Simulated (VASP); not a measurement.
# Si16B (a cell with a defect) in VASP: single point with PBE+D3(BJ)

Aim: the single point of Si16B (a cell with a defect) with PBE+D3(BJ).

Everything below comes from runs of VASP 6.6.1. Logs are shortened: lines on timing, memory, paths and dates and some standing lists are left out, and cuts for length are marked.

### 1 The cell of the first run

The cell holds a defect, 17 atoms: a = 7.679 Å, b = 7.679 Å, c = 7.679 Å, α = 60.00°, β = 60.00°, γ = 60.00°.

### 2 Single point, PBE+D3(BJ), collinear spin

Input file INCAR:

```
PREC = Accurate
ENCUT = 520
EDIFF = 1E-6
ISMEAR = -1
SIGMA = 0.02
LREAL = Auto
LASPH = T
NELM = 150
ALGO = Normal
ISIF = 2
LWAVE = F
LCHARG = F
ISPIN = 2
MAGMOM = 0 0 0 0 0 0 0 0 0 0 0 0 0 0 0 0 1
LORBIT = 11
GGA = PE
IVDW = 12
NBANDS = 52
```

Input file KPOINTS:

```
regular mesh
0
Gamma
  2 2 2
```

Input file POSCAR:

```
Si16B
1.0
    0.0000000000      5.4300000000      5.4300000000
    5.4300000000      0.0000000000      5.4300000000
    5.4300000000      5.4300000000      0.0000000000
Si B
16 1
Direct
    0.0006867062      0.0056842268      0.0009564844
    0.1263711600      0.1256572479      0.1260585178
   -0.0006463016     -0.0014318073      0.4990714141
    0.1194260132      0.1244052201      0.6239482045
   -0.0018456931      0.4978633600     -0.0019504567
    0.1226075409      0.6228267104      0.1227062526
    0.0002558809      0.5009931330      0.5054611580
    0.1262947159      0.6254916648      0.6258445679
    0.4994218095     -0.0013738589     -0.0007680825
    0.6239343505      0.1246842897      0.1195432416
    0.5022422181      0.0024407351      0.5023019307
    0.6271687555      0.1268641742      0.6270478420
    0.5052673291      0.5007835435      0.0003158690
    0.6259472727      0.6254747187      0.1259650364
    0.4994686047      0.4990514207      0.4991762147
    0.6243076880      0.6198302448      0.6246008334
    0.8146159495      0.3092685763      0.8125944722
```

Potentials or basis: VASP PAW PBE potentials, release 64 (Si, B).

On the command line:

```sh
cat potpaw_PBE.64/Si/POTCAR potpaw_PBE.64/B/POTCAR > POTCAR
mpirun -np 1 vasp_std > vasp.out
```

OUTCAR:

```text
PREC = Accurate
   ENCUT = 520
   EDIFF = 1E-6
   ISMEAR = -1
   LREAL = Auto
   LASPH = T
   NELM = 150
   ISIF = 2
   ISPIN = 2
   LORBIT = 11
   GGA = PE
   IVDW = 12
 IVDW          = 12

 ion  position               nearest neighbor table
   1  0.001  0.006  0.001-  17 2.22   2 2.32  10 2.36   4 2.37   6 2.40
   2  0.126  0.126  0.126-   1 2.32   5 2.33   3 2.34   9 2.34
   3  0.999  0.999  0.499-   4 2.32  12 2.33   2 2.34   8 2.34
   4  0.119  0.124  0.624-  17 2.22   3 2.32   7 2.36   1 2.37  11 2.40
   5  0.998  0.498  0.998-  14 2.33   8 2.33   2 2.33   6 2.35
   6  0.123  0.623  0.123-   5 2.35  13 2.40   7 2.40   1 2.40
   7  0.000  0.501  0.505-  17 2.24   8 2.33  16 2.36   4 2.36   6 2.40
   8  0.126  0.625  0.626-   7 2.33   5 2.33   3 2.34  15 2.34
   9  0.499  0.999  0.999-  10 2.33  12 2.33   2 2.34  14 2.34
  10  0.624  0.125  0.120-  17 2.23   9 2.33  13 2.36   1 2.36  11 2.40
  11  0.502  0.002  0.502-  12 2.35  16 2.40  10 2.40   4 2.40
  12  0.627  0.127  0.627-  15 2.33   9 2.33   3 2.33  11 2.35
  13  0.505  0.501  0.000-  17 2.26  14 2.33  16 2.36  10 2.36   6 2.40
  14  0.626  0.625  0.126-  13 2.33   5 2.33   9 2.34  15 2.34
  15  0.499  0.499  0.499-  16 2.33  12 2.33   8 2.34  14 2.34
  16  0.624  0.620  0.625-  17 2.26  15 2.33  13 2.36   7 2.36  11 2.40
  17  0.815  0.309  0.813-   1 2.22   4 2.22  10 2.23   7 2.24  13 2.26  16 2.26

  LATTYP: Found a face centered cubic cell.
 ALAT       =    10.8600000000

  Lattice vectors:

 A1 = (   0.0000000000,   5.4300000000,   5.4300000000)
 A2 = (   5.4300000000,   0.0000000000,   5.4300000000)
 A3 = (   5.4300000000,   5.4300000000,   0.0000000000)

Analysis of symmetry for initial positions (statically):
=====================================================================
 Subroutine PRICEL returns:
 Original cell was already a primitive cell.

 Routine SETGRP: Setting up the symmetry group for a
 face centered cubic supercell.

 Subroutine GETGRP returns: Found  1 space group operations
 (whereof  1 operations were pure point group operations)
 out of a pool of 48 trial point group operations.

The static configuration has the point symmetry C_1 .

Analysis of symmetry for dynamics (positions and initial velocities):
=====================================================================
 Subroutine PRICEL returns:
 Original cell was already a primitive cell.

 Routine SETGRP: Setting up the symmetry group for a
 face centered cubic supercell.

 Subroutine GETGRP returns: Found  1 space group operations
 (whereof  1 operations were pure point group operations)
 out of a pool of 48 trial point group operations.

The dynamic configuration has the point symmetry C_1 .
[... 170 lines left out ...]
  free energy    TOTEN  =       -88.72440664 eV

  energy without entropy =      -88.71999677  energy(sigma->0) =      -88.72220171

 E-fermi :   6.3181     XC(G=0):  -9.5679

 val. band max:        6.2599915246   @ k =   0.0000   0.5000   0.0000
 cond. band min:       6.3771344958   @ k =   0.5000   0.5000   0.0000
 fundamental gap:      0.1171429712
 Fermi energy:         6.3181483771

 spin component 1

 k-point     1 :       0.0000    0.0000    0.0000
  band No.  band energies     occupation
      1      -6.4294      1.00000
      2      -4.2773      1.00000
      3      -4.0121      1.00000
      4      -4.0110      1.00000
      5      -3.5766      1.00000
      6      -2.5686      1.00000
[... 373 lines left out ...]
     44       9.8881      0.00000
     45      10.2497      0.00000
 Fermi energy:         6.3181483771

 spin component 2

 k-point     1 :       0.0000    0.0000    0.0000
  band No.  band energies     occupation
      1      -6.3723      1.00000
      2      -4.2356      1.00000
      3      -3.9732      1.00000
      4      -3.9720      1.00000
      5      -3.5369      1.00000
      6      -2.4782      1.00000
[... 373 lines left out ...]
     44      10.0200      0.00000
     45      10.2873      0.00000
 [bands above 45 left out]

------------------------ aborting loop because EDIFF is reached ----------------------------------------

 Edisp (eV)   -5.32683

 E8    (eV) :    -2.1949

  FORCE on cell =-STRESS in cart. coord.  units (eV):
  Direction    XX          YY          ZZ          XY          YZ          ZX
  --------------------------------------------------------------------------------------
  -------------------------------------------------------------------------------------
  Total      -0.33365    -0.32675    -0.34073     1.85693     1.86115     1.86218
  in kB      -1.66945    -1.63492    -1.70486     9.29132     9.31243     9.31757
  external pressure =       -1.67 kB  Pullay stress =        0.00 kB

 VOLUME and BASIS-vectors are now :
 -----------------------------------------------------------------------------
  energy-cutoff  :      520.00
  volume of cell :      320.21
      direct lattice vectors                 reciprocal lattice vectors
     0.000000000  5.430000000  5.430000000    -0.092081031  0.092081031  0.092081031
     5.430000000  0.000000000  5.430000000     0.092081031 -0.092081031  0.092081031
     5.430000000  5.430000000  0.000000000     0.092081031  0.092081031 -0.092081031

 POSITION                                       TOTAL-FORCE (eV/Angst)
 -----------------------------------------------------------------------------------
      0.03606      0.00892      0.03459         0.005758     -0.022695      0.007646
      1.36682      1.37069      1.36851         0.003824      0.001598      0.005415
      8.13218      8.13645     10.84872        -0.000561     -0.003497     -0.004997
      4.06356      4.03652      1.32400         0.023745     -0.005721     -0.009576
      8.12281     10.83939      8.12338         0.017654      0.014096      0.016270
      4.04824      1.33205      4.04771         0.005370      0.000990      0.003615
[... 9 lines left out ...]
      6.75726      6.78157      6.75567        -0.012372      0.035999     -0.009669
      6.09172      8.83575      6.10269         0.020421     -0.019549      0.004945
 -----------------------------------------------------------------------------------
    total drift:                               -0.002873     -0.001784     -0.000785

  FREE ENERGIE OF THE ION-ELECTRON SYSTEM (eV)
  ---------------------------------------------------
  free  energy   TOTEN  =       -94.0512371436 eV

  energy  without entropy=      -94.0468272753  energy(sigma->0) =      -94.04903221

 total charge

# of ion       s       p       d       tot
------------------------------------------
    1        0.742   0.928   0.000   1.670
    2        0.743   0.963   0.000   1.706
    3        0.743   0.963   0.000   1.705
    4        0.742   0.928   0.000   1.670
    5        0.743   0.961   0.000   1.704
    6        0.762   0.908   0.000   1.670
[... 9 lines left out ...]
   16        0.743   0.928   0.000   1.671
   17        0.722   0.958   0.000   1.680
--------------------------------------------------
tot         12.643  16.041   0.000  28.683

 magnetization (x)

# of ion       s       p       d       tot
------------------------------------------
    1        0.010   0.006   0.000   0.016
    2        0.000   0.001   0.000   0.001
    3        0.000   0.001   0.000   0.001
    4        0.010   0.006   0.000   0.016
    5       -0.000  -0.000   0.000  -0.001
    6        0.004   0.034   0.000   0.038
[... 9 lines left out ...]
   16        0.010   0.006   0.000   0.016
   17        0.068   0.016   0.000   0.084
--------------------------------------------------
tot          0.138   0.123   0.000   0.261
```

Run time: 9.8 min. Hardware: 1 thread of Intel Xeon Platinum 8259CL at 2.50GHz (Skylake/Cascade Lake), shared host; peak memory 0.7 GiB.

What came out:

* Free energy: -94.0512 eV
* Pressure: -0.2 GPa
* Largest force: 0.039 eV/Å
* Net moment: 0.70 μB per cell
* Site moments: Si +0.02, +0.00, -0.00, +0.04 (each value once); B +0.08 μB
* Valence electrons inside the program's atomic spheres: Si 1.67, 1.71, 1.70 (each value once); B 1.68
* Dispersion energy per atom: -0.313 eV

Forces in eV/Å, atoms in the order of the input:
```
Si   0.006 -0.023  0.008
Si   0.004  0.002  0.005
Si  -0.001 -0.003 -0.005
Si   0.024 -0.006 -0.010
Si   0.018  0.014  0.016
Si   0.005  0.001  0.004
Si   0.007  0.012 -0.032
Si   0.001  0.005  0.000
Si  -0.005 -0.002  0.000
Si  -0.012 -0.006  0.030
Si   0.000 -0.006 -0.002
Si  -0.016 -0.018 -0.017
Si  -0.035  0.012  0.009
Si  -0.001  0.003  0.000
Si  -0.003 -0.001 -0.002
Si  -0.012  0.036 -0.010
B    0.020 -0.020  0.005
```

Stress tensor (GPa, compression positive):
```
-0.17  0.93  0.93
 0.93 -0.16  0.93
 0.93  0.93 -0.17
```

Caveat: the k points lie up to 0.50 Å⁻¹ apart.
